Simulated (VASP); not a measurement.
# GaSb (I-4m2) in VASP: a series of runs

The runs below take GaSb through single point, with LDA.

Program: VASP 6.6.1. These are calculated values, not measurements. Logs are shortened: lines on timing, memory, paths and dates and some standing lists are left out, and cuts for length are marked.

**1. The cell of the first run**

Symmetry: I-4m2, No. 119, tetragonal system. The conventional cell has a = 5.632 Å, b = 5.632 Å, c = 3.324 Å, α = 90.00°, β = 90.00°, γ = 90.00°. Ga (site symmetry -4m2) has 8 Sb at 2.94 to 3.76 Å and 2 Ga at 3.32 Å within 3.9 Å. Within 3.9 Å of Sb (site symmetry -4m2) lie 8 Ga at 2.94 to 3.76 Å and 2 Sb at 3.32 Å.

**2. Single point, LDA**

Contents of INCAR:

```
PREC = Accurate ; ENCUT = 520
EDIFF = 1E-7 ; ISMEAR = 0
SIGMA = 0.15 ; LREAL = False
LASPH = True ; NELM = 100
ALGO = Normal ; ISIF = 2
LWAVE = False ; LCHARG = False
GGA = CA ; NBANDS = 16
```

Contents of KPOINTS:

```
regular mesh
0
Gamma
  16 16 16
```

Contents of POSCAR:

```
GaSb
1.0
   -2.8158500000      2.8158500000      1.6617500000
    2.8158500000     -2.8158500000      1.6617500000
    2.8158500000      2.8158500000     -1.6617500000
Ga Sb
1 1
Direct
    0.2500000000      0.7500000000      0.5000000000
    0.0000000000      0.0000000000      0.0000000000
```

Potentials or basis: VASP PAW LDA potentials, release 64 (Ga_d, Sb).

The run is started by

```bash
cat potpaw_LDA.64/Ga_d/POTCAR potpaw_LDA.64/Sb/POTCAR > POTCAR
mpirun -np 1 vasp_std > vasp.out
```

OUTCAR:

```text
PREC = Accurate
   ENCUT = 520
   EDIFF = 1E-7
   ISMEAR = 0
   LREAL = False
   LASPH = True
   NELM = 100
   ISIF = 2
   GGA = CA

 ion  position               nearest neighbor table
   1  0.250  0.750  0.500-   2 2.94   2 2.94   2 2.94   2 2.94
   2  0.000  0.000  0.000-   1 2.94   1 2.94   1 2.94   1 2.94

  LATTYP: Found a body centered tetragonal cell.
 ALAT       =     5.6317000000
 C/A-ratio  =     0.5901415203

  Lattice vectors:

 A1 = (  -2.8158500000,   2.8158500000,   1.6617500000)
 A2 = (   2.8158500000,  -2.8158500000,   1.6617500000)
 A3 = (   2.8158500000,   2.8158500000,  -1.6617500000)

Analysis of symmetry for initial positions (statically):
=====================================================================
 Subroutine PRICEL returns:
 Original cell was already a primitive cell.

 Routine SETGRP: Setting up the symmetry group for a
 body centered tetragonal supercell.

 Subroutine GETGRP returns: Found  8 space group operations
 (whereof  8 operations were pure point group operations)
 out of a pool of 16 trial point group operations.

The static configuration has the point symmetry D_2d.

Analysis of symmetry for dynamics (positions and initial velocities):
=====================================================================
 Subroutine PRICEL returns:
 Original cell was already a primitive cell.

 Routine SETGRP: Setting up the symmetry group for a
 body centered tetragonal supercell.

 Subroutine GETGRP returns: Found  8 space group operations
 (whereof  8 operations were pure point group operations)
 out of a pool of 16 trial point group operations.

The dynamic configuration has the point symmetry D_2d.

 Subroutine INISYM returns: Found  8 space group operations
 (whereof  8 operations are pure point group operations),
 and found     1 'primitive' translations

----------------------------------------------------------------------------------------

                                     Primitive cell

  volume of cell :      52.7041

  direct lattice vectors                    reciprocal lattice vectors
    -2.815850000  2.815850000  1.661750000     0.000000000  0.177566277  0.300887618
     2.815850000 -2.815850000  1.661750000     0.177566277  0.000000000  0.300887618
     2.815850000  2.815850000 -1.661750000     0.177566277  0.177566277  0.000000000

  length of vectors
     4.315024392  4.315024392  4.315024392     0.349375359  0.349375359  0.251116637

  position of ions in fractional coordinates (direct lattice)
     0.250000000  0.750000000  0.500000000
     0.000000000  0.000000000  0.000000000

  ion indices of the primitive-cell ions
   primitive index   ion index
                 1           1
                 2           2

----------------------------------------------------------------------------------------

 KPOINTS: regular mesh

Automatic generation of k-mesh.
 Grid dimensions read from file:
 generate k-points for:   16   16   16

 Generating k-lattice:

  Cartesian coordinates                     Fractional coordinates (reciprocal lattice)
     0.000000000  0.011097892  0.018805476     0.062500000  0.000000000  0.000000000
     0.011097892  0.000000000  0.018805476     0.000000000  0.062500000  0.000000000
     0.011097892  0.011097892  0.000000000     0.000000000  0.000000000  0.062500000

  Length of vectors
     0.021835960  0.021835960  0.015694790

  Shift w.r.t. Gamma in fractional coordinates (k-lattice)
     0.000000000  0.000000000  0.000000000

 Subroutine IBZKPT returns following result:
 ===========================================

 Found    349 irreducible k-points:

 Following reciprocal coordinates:
            Coordinates               Weight
  0.000000  0.000000  0.000000      1.000000
  0.062500  0.000000  0.000000      8.000000
  0.125000  0.000000  0.000000      8.000000
  0.187500 -0.000000  0.000000      8.000000
  0.250000  0.000000  0.000000      8.000000
  0.312500  0.000000  0.000000      8.000000
[... 16 lines left out ...]
 -0.125000  0.062500  0.000000     16.000000
 -0.062500  0.062500  0.000000      4.000000
 [... further k-points ...]
   k-points           NKPTS =    349   k-points in BZ     NKDIM =    349   number of bands    NBANDS=     16
   number of dos      NEDOS =    301   number of ions     NIONS =      2
   total plane-waves  NPLWV =  32768
   dimension x,y,z NGX =    32 NGY =   32 NGZ =   32
   dimension x,y,z NGXF=    64 NGYF=   64 NGZF=   64
   ions per type =               1   1
   NGX,Y,Z   is equivalent  to a cutoff of  12.33, 12.33, 12.33 a.u.
   NGXF,Y,Z  is equivalent  to a cutoff of  24.66, 24.66, 24.66 a.u.
 SYSTEM =  unknown system
   PREC   = accura    normal or accurate (medium, high low for compatibility)
   ISTART =      0    job   : 0-new  1-cont  2-samecut
   ICHARG =      2    charge: 1-file 2-atom 10-const
   ISPIN  =      1    spin polarized calculation?
   LNONCOLLINEAR =      F non collinear calculations
   LSORBIT =      F    spin-orbit coupling
   LASPH  =      T    aspherical Exc in radial PAW
   ENCUT  =  520.0 eV  38.22 Ry    6.18 a.u.   8.02  8.02  8.02*2*pi/ulx,y,z
   NELM   =    100;   NELMIN=  2; NELMDL= -5     # of ELM steps
   EDIFF  = 0.1E-06   stopping-criterion for ELM
   LREAL  =      F    real-space projection
   EDIFFG = 0.1E-05   stopping-criterion for IOM
   NSW    =      0    number of steps for IOM
   IBRION =     -1    ionic relax: 0-MD 1-quasi-New 2-CG
   NFREE  =      0    steps in history (QN), initial steepest desc. (CG)
   ISIF   =      2    stress and relaxation
   ISYM   =      2    0-nonsym 1-usesym 2-fastsym
   POTIM  = 0.5000    time-step for ionic-motion
   TEBEG  =    0.0;   TEEND  =   0.0 temperature during run
   PSTRESS=    0.0 pullay stress
   NELECT =      18.0000    total number of electrons
   NUPDOWN=      -1.0000    fix difference up-down
   EMIN   =  10.00;   EMAX   =-10.00  energy-range for DOS
   EFERMI =   0.00;   METHOD = LEGACY
   ISMEAR =     0;   SIGMA  =   0.15  broadening in eV -4-tet -1-fermi 0-gaus
   EFERMI_NEDOS =   21; number of points for ismear=-14 and -15
   IALGO  =     38    algorithm
   IMIX   =      4    mixing-type and parameters
     AMIX     =   0.40;   BMIX     =  1.00
     AMIX_MAG =   1.60;   BMIX_MAG =  1.00
  volume/ion in A,a.u.               =      26.35       177.83
  Fermi-wavevector in a.u.,A,eV,Ry     =   1.144329  2.162468 17.816666  1.309488
  Thomas-Fermi vector in A             =   2.281021
   LORBIT       =      0    0 simple, 1 ext, 2 COOP (PROOUT), +10 PAW based schemes
   GGA     = CA    functional components
   LHFCALC =     F    Hartree Fock is set to
   AEXX    =    0.0000 exact exchange contribution
   IVDW    =     0    specifies the selected vdW correction
   LEPSILON=     F    determine dielectric tensor
   LRPA    =     F    only Hartree local field effects (RPA)
 non-spin polarized calculation
 Gauss-broadening in eV      SIGMA  =   0.15
  energy-cutoff  :      520.00
  volume of cell :       52.70
 maximum number of plane-waves:      1450
   NGX = 17   NGY = 17   NGZ = 17

 number of electron      17.9999998 magnetization

 Free energy of the ion-electron system (eV)
  ---------------------------------------------------
  ext. energy  EPLUGINS =         0.00000000
  ---------------------------------------------------
  free energy    TOTEN  =        -8.17092495 eV

  energy without entropy =       -8.16176919  energy(sigma->0) =       -8.16634707

 E-fermi :   5.3931     XC(G=0): -10.0583

 val. band max:        5.3794285385   @ k =  -0.3750  -0.4375   0.1875
 cond. band min:       5.3933439663   @ k =  -0.2500  -0.3125   0.0625
 fundamental gap:      0.0139154278
 Fermi energy:         5.3930601731

 k-point     1 :       0.0000    0.0000    0.0000
  band No.  band energies     occupation
      1      -9.5331      2.00000
      2      -9.4619      2.00000
      3      -9.4537      2.00000
      4      -9.4527      2.00000
      5      -9.4527      2.00000
      6      -5.9135      2.00000
[... 8 lines left out ...]
     15      14.5337      0.00000
     16      15.8204      0.00000

 k-point     2 :       0.0625    0.0000    0.0000
  band No.  band energies     occupation
      1      -9.5296      2.00000
      2      -9.4623      2.00000
      3      -9.4542      2.00000
      4      -9.4540      2.00000
      5      -9.4530      2.00000
      6      -5.8475      2.00000
[... 8 lines left out ...]
     15      14.8905      0.00000
     16      15.2488      0.00000

 k-point     3 :       0.1250    0.0000    0.0000
  band No.  band energies     occupation
      1      -9.5196      2.00000
      2      -9.4637      2.00000
      3      -9.4582      2.00000
      4      -9.4576      2.00000
      5      -9.4512      2.00000
      6      -5.6505      2.00000
[... 8 lines left out ...]
     15      14.1513      0.00000
     16      14.7925      0.00000

 k-point     4 :       0.1875   -0.0000    0.0000
  band No.  band energies     occupation
      1      -9.5049      2.00000
      2      -9.4668      2.00000
      3      -9.4643      2.00000
      4      -9.4619      2.00000
      5      -9.4485      2.00000
      6      -5.3260      2.00000
[... 8 lines left out ...]
     15      13.4191      0.00000
     16      14.7148      0.00000
[... 324 lines left out ...]
 k-point    22 :      -0.1875    0.0625    0.0000
  band No.  band energies     occupation
      1      -9.5190      2.00000
      2      -9.4653      2.00000
      3      -9.4584      2.00000
      4      -9.4571      2.00000
      5      -9.4500      2.00000
      6      -5.5570      2.00000
[... 8 lines left out ...]
     15      14.1645      0.00000
     16      14.6731      0.00000

 k-point    23 :      -0.1250    0.0625    0.0000
  band No.  band energies     occupation
      1      -9.5291      2.00000
      2      -9.4635      2.00000
      3      -9.4544      2.00000
      4      -9.4536      2.00000
      5      -9.4520      2.00000
      6      -5.7845      2.00000
[... 8 lines left out ...]
     15      14.6648      0.00000
     16      15.0857      0.00000

 k-point    24 :      -0.0625    0.0625    0.0000
  band No.  band energies     occupation
      1      -9.5329      2.00000
      2      -9.4625      2.00000
      3      -9.4535      2.00000
      4      -9.4526      2.00000
      5      -9.4524      2.00000
      6      -5.8819      2.00000
[... 8 lines left out ...]
     15      14.4314      0.00000
     16      15.7437      0.00000

 [... further k-points ...]

------------------------ aborting loop because EDIFF is reached ----------------------------------------

  FORCE on cell =-STRESS in cart. coord.  units (eV):
  Direction    XX          YY          ZZ          XY          YZ          ZX
  --------------------------------------------------------------------------------------
  -------------------------------------------------------------------------------------
  Total       -2.3454542     -2.3454542     -2.3905531      0.0000000      0.0000000      0.0000000
  in kB      -71.3005414    -71.3005414    -72.6715231      0.0000000      0.0000000      0.0000000
  external PRESSURE =     -71.7575353 kB  Pullay stress =       0.0000000 kB

 VOLUME and BASIS-vectors are now :
 -----------------------------------------------------------------------------
  energy-cutoff  :      520.00
  volume of cell :       52.70
      direct lattice vectors                 reciprocal lattice vectors
    -2.815850000  2.815850000  1.661750000     0.000000000  0.177566277  0.300887618
     2.815850000 -2.815850000  1.661750000     0.177566277  0.000000000  0.300887618
     2.815850000  2.815850000 -1.661750000     0.177566277  0.177566277  0.000000000

 POSITION                                       TOTAL-FORCE (eV/Angst)
 -----------------------------------------------------------------------------------
      2.81585      0.00000      0.83088        -0.000000     -0.000000      0.000000
      0.00000      0.00000      0.00000         0.000000      0.000000     -0.000000
 -----------------------------------------------------------------------------------
    total drift:                                0.000000     -0.000000      0.000000

  FREE ENERGIE OF THE ION-ELECTRON SYSTEM (eV)
  ---------------------------------------------------
  free  energy   TOTEN  =        -8.1709249496 eV

  energy  without entropy=       -8.1617691869  energy(sigma->0) =       -8.16634707
```

It took 3.6 min on 1 thread of Intel Xeon Platinum 8488C (Sapphire Rapids), shared host; peak memory 0.4 GiB.

Results:

* Free energy: -8.1709 eV
* Pressure: -7.2 GPa
* Band gap on the k mesh: zero (bands 9 and 10 overlap by 4.43 eV)

Stress tensor (GPa, compression positive):
```
-7.13  0.00  0.00
 0.00 -7.13  0.00
 0.00  0.00 -7.27
```

Levels at points of the mesh, in eV from the Fermi level:
```tsv
k point	band 7	band 8	band 9	band 10	band 11	band 12
(0.00, 0.00, 0.00)	-3.09	-1.55	-1.55	3.74	4.16	6.64
(0.50, 0.00, 0.00)	-5.28	-2.36	-1.36	-0.95	2.57	3.06
(0.50, 0.50, 0.00)	-7.49	0.11	1.80	2.00	2.35	3.97
(0.50, 0.50, 0.50)	-5.65	-4.38	-4.38	2.85	4.43	9.50
```

Caveat: the cell stands under tension; spin-orbit coupling is left out, which moves the levels of the heavy elements.

**3. Single point, LDA**

This run uses another cell than the first one, of 26.52 Å³/atom.

Contents of INCAR:

```
ALGO = Normal
EDIFF = 1E-7
ENCUT = 520
GGA = CA
ISIF = 2
ISMEAR = 0
LASPH = T
LCHARG = T
LELF = T
LREAL = F
LVHAR = T
LWAVE = F
NBANDS = 16
NELM = 60
PREC = Accurate
SIGMA = 0.15
```

Contents of KPOINTS:

```
k-points
0
Gamma
  16 16 16
```

Contents of POSCAR:

```
GaSb
1.0
   -2.8786500000      2.8786500000      1.6002000000
    2.8786500000     -2.8786500000      1.6002000000
    2.8786500000      2.8786500000     -1.6002000000
Ga Sb
1 1
Direct
    0.2500000000      0.7500000000      0.5000000000
    0.0000000000      0.0000000000      0.0000000000
```

Potentials or basis: VASP PAW LDA potentials, release 64 (Ga_d, Sb).

The run is started by

```bash
cat potpaw_LDA.64/Ga_d/POTCAR potpaw_LDA.64/Sb/POTCAR > POTCAR
mpirun -np 1 vasp_std > vasp.out
```

Wall time 5.7 min (1 thread of Intel Xeon Platinum 8488C (Sapphire Rapids), shared host); peak memory 0.41 GiB.

The run converged. Its results:

```yaml
Free_energy: -8.1468 eV
Pressure: -7.4 GPa
Band_gap_on_the_k_mesh: zero (bands 9 and 10 overlap by 3.99 eV)
```

Stress tensor (GPa, compression positive):
```
-7.88  0.00  0.00
 0.00 -7.88  0.00
 0.00  0.00 -6.55
```

Levels at points of the mesh, in eV from the Fermi level:
```tsv
k point	band 6	band 7	band 8	band 9	band 10	band 11	band 12	band 13
(0.00, 0.00, 0.00)	-11.30	-3.61	-1.74	-1.74	3.54	4.88	6.33	6.33
(0.50, 0.00, 0.00)	-8.00	-5.09	-2.50	-1.12	-1.04	2.63	2.91	4.62
(0.50, 0.50, 0.00)	-10.12	-7.50	-0.14	1.52	1.73	1.96	4.54	6.70
(0.50, 0.50, 0.50)	-9.29	-5.83	-4.39	-4.39	3.73	5.36	8.91	8.91
```

Caveat: the cell stands under tension; spin-orbit coupling is left out, which moves the levels of the heavy elements.

[end of part 1 of 2]
